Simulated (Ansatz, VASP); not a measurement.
PbSe, level by level in two programs

```
Pb Se
1.0
     0.00000    3.06065    3.06065
     3.06065    0.00000    3.06065
     3.06065    3.06065    0.00000
Pb Se
1 1
Direct
  0.00000 0.00000 0.00000
  0.50000 0.50000 0.50000
```

Single points on this cell with VASP 6.6.1 and Ansatz 0.2.0. Each row is one pair of runs. Alike in all rows: smearing: fermi-dirac, width 0.05 eV; VASP's potentials, cutoff: VASP PAW PBE potentials, release 64 (Pb_d, Se), 520 eV.

```csv
level,spin,k mesh,"Ansatz's potentials, cutoff","gap on the k mesh at the Fermi level (eV), VASP","gap on the k mesh at the Fermi level (eV), Ansatz","least direct gap on the mesh (eV), VASP","least direct gap on the mesh (eV), Ansatz","pressure (GPa), VASP","pressure (GPa), Ansatz"
PBE0,off,4 × 4 × 4,"Ansatz PAW, 420 eV",1.36,1.29,1.36,1.29,1.1,1.4
r2SCAN,"non-collinear, zero start, SOC",8 × 8 × 8,"Ansatz PAW, 500 eV",-,-,-,-,1.3,?
r2SCAN50,off,4 × 4 × 4,"Ansatz PAW, 500 eV",2.62,2.48,2.62,2.48,0.1,0.6
r2SCAN,off,4 × 4 × 4,"Ansatz PAW, 500 eV",0.58,0.57,0.58,0.57,1.6,1.6
r2SCAN-based global hybrid,off,4 × 4 × 4,"Ansatz PAW, 500 eV",1.17,1.12,1.17,1.12,1.1,1.2
```

Task: Fill in what Ansatz gave in row 2.

Result: Pressure (GPa): 1.1.

VASP's potentials hold 20 valence electrons a cell and Ansatz's 30, so a difference there can come from the potentials and not from the codes.

The k mesh is coarse in some rows, so the values compare programs but aren't converged.
